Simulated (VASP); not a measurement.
Here is a VASP 6.6.1 calculation.

INCAR

```
SYSTEM = Sc
PREC = Accurate ; ENCUT = 520
EDIFF = 1E-6 ; ISMEAR = 0
SIGMA = 0.15 ; LREAL = .False.
LASPH = .True. ; NELM = 100
ALGO = Normal ; ISIF = 2
LWAVE = .False. ; LCHARG = .False.
GGA = CA ; NBANDS = 12
```

Contents of KPOINTS:

```
Automatic mesh
0
Gamma
  18 18 18
  0 0 0
```

The input POSCAR:

```
Sc
1.0
    0.0000000000      2.3045575000      2.2705000000
    2.3045575000      0.0000000000      2.2705000000
    2.3045575000      2.3045575000      0.0000000000
Sc
1
Direct
    0.0000000000      0.0000000000      0.0000000000
```

Potentials or basis: VASP PAW LDA potentials, release 64 (Sc_sv).

The run is started by

```console
$ cat potpaw_LDA.64/Sc_sv/POTCAR > POTCAR
$ mpirun -np 1 vasp_std > vasp.out
```

**Question.** What does it give for the pressure?

**Answer.** -3.8 GPa.

Stress tensor (GPa, compression positive):
```
-3.94  0.00  0.00
 0.00 -3.94  0.00
 0.00  0.00 -3.50
```

Caveat: the cell differs from its parent crystal (strain +0.015 along x and y, +0.000 along z).
